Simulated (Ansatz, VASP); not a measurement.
## Y3AlN4 in VASP and in Ansatz

```
Y Al N
1.0
     4.92985    0.00831   -0.00124
     0.00799    4.92908    0.00118
    -2.46797   -2.46961    4.56575
Y Al N
3 1 4
Direct
  0.26131 0.76122 0.49998
  0.76129 0.26120 0.50003
  0.50986 0.50969 0.00001
  0.05559 0.05560 0.00001
  0.98520 0.43799 0.00000
  0.43795 0.98549 0.00000
  0.22778 0.22782 0.46677
  0.76102 0.76099 0.53318
```

Change from the starting cell: cell x1, atoms moved at random (sigma 0.15 Å) and cell strained at random (1.5 %), then relaxed without symmetry.

Alike in both runs: functional PBE; k mesh 4 × 4 × 4; occupations gaussian, width 0.1 eV; no spin polarisation.

Ansatz relaxed the structure, and its values are those at the end. VASP's run is a single point on that final structure, the one shown.

```csv
,VASP,Ansatz
version,VASP 6.6.1,Ansatz 0.2.0
potentials or method,"VASP PAW PBE potentials, release 64 (Y_sv, Al, N), cutoff 520 eV","scalar-relativistic, plane waves, PAW"
valence electrons in the cell,56,56
```

Ansatz gave:

* gap on the k mesh at the Fermi level (eV): 0.98
* least direct gap on the mesh (eV): 1.31
* pressure (GPa): 0.0

Question: Estimate VASP's values.

Answer: gap on the k mesh at the Fermi level (eV): 0.98; least direct gap on the mesh (eV): 1.31; pressure (GPa): -0.2.
